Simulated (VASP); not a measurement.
**CeCr2B2C: single point with r2SCAN**

Crystal: CeCr2B2C.

```
Ce B Cr C
1.0
     3.80041    0.00000    0.00000
     0.00000    3.80041    0.00000
     0.00000    0.00000    5.00567
Ce B Cr C
1 2 2 1
Direct
  0.00000 0.00000 0.00000
  0.50000 0.50000 0.22400
  0.50000 0.50000 0.77600
  0.00000 0.50000 0.50000
  0.50000 0.00000 0.50000
  0.00000 0.00000 0.50000
```

| Item | Value |
| --- | --- |
| Program | VASP 6.6.1 |
| Task | single point |
| Functional | r2SCAN |
| Potentials or basis | VASP PAW PBE potentials, release 64 (Ce, B, Cr_pv, C) |
| Cutoff | 520 eV |
| k mesh | 6 × 6 × 5 |
| Occupations | fermi-dirac, width 0.1 eV |
| Spin | no spin polarisation |
| Dipole correction | no |
| Further INCAR settings | ALGO = Normal; EDIFF = 1e-06; NBANDS = 32 |

```yaml
Pressure: -6.5 GPa
Largest_force: 0.132 eV/Å
Band_gap_on_the_k_mesh: zero (band 23 reaches 8.73 eV, above the bottom of band 24 at 8.32 eV)
```

Forces on the atoms (eV/Å):
```
Ce   0.000  0.000  0.000
B    0.000  0.000 -0.132
B    0.000  0.000  0.132
Cr   0.000  0.000  0.000
Cr   0.000  0.000  0.000
C    0.000  0.000  0.000
```

Stress tensor (GPa, compression positive):
```
-7.55  0.00  0.00
 0.00 -7.55  0.00
 0.00  0.00 -4.53
```

Levels at points of the mesh, in eV from the Fermi level:
```
           k point  band 19  band 20  band 21  band 22  band 23  band 24  band 25  band 26  band 27  band 28
(0.00, 0.00, 0.00)    -2.34    -1.43    -0.85    -0.26     0.21     0.21     0.36     0.36     0.61     0.79
(0.50, 0.00, 0.00)    -2.49    -1.68    -1.09    -0.26    -0.15     0.05     0.64     0.78     0.84     0.93
(0.50, 0.50, 0.00)    -2.59    -1.80    -1.80    -0.47    -0.47     0.49     0.88     0.88     0.92     0.98
```

Wall time 4.4 min on 1 thread of AMD EPYC 9R14 (Zen 4), with other jobs on the host, peak memory 0.21 GiB.

Caveat: the PAW data sets were made with another functional, which shifts forces and pressure a little; spin-orbit coupling is left out, which moves the levels of the heavy elements; without U or exact exchange the open f shell lies at the Fermi level, which spoils levels, moments and volumes. Spin polarisation is off, so any magnetic state and its effect on volume and gap are missing.
